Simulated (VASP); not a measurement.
# K: single point with PBEsol

The system is K.

```
K
1.0
     4.31044    0.00000    0.00000
     0.00000    4.31044    0.00000
     0.00000    0.00000    4.31044
K
1
Direct
  0.00000 0.00000 0.00000
```

```yaml
Program: VASP 6.6.1
Task: single point
Functional: PBEsol
Potentials_or_basis: VASP PAW PBE potentials, release 64 (K_sv)
Cutoff: 500 eV
k_mesh: 7 × 7 × 7
Occupations: fermi-dirac, width 0.1 eV
Spin: no spin polarisation
Dipole_correction: no
Further_INCAR_settings: ALGO = Normal; EDIFF = 1e-06; NBANDS = 10
```

* Pressure: -0.1 GPa

Levels at points of the mesh, in eV from the Fermi level:
```
           k point  band 2  band 3  band 4  band 5  band 6  band 7  band 8  band 9
(0.00, 0.00, 0.00)  -15.69  -15.69  -15.69   -2.04    2.90    2.90    6.17    6.17
```

Run time: 5 s on 1 thread of Intel(R) Xeon(R) 6975P-C (Granite Rapids), on a shared host, peak memory 0.17 GiB.

Caveat: the PAW data sets were made with another functional, which shifts forces and pressure a little.
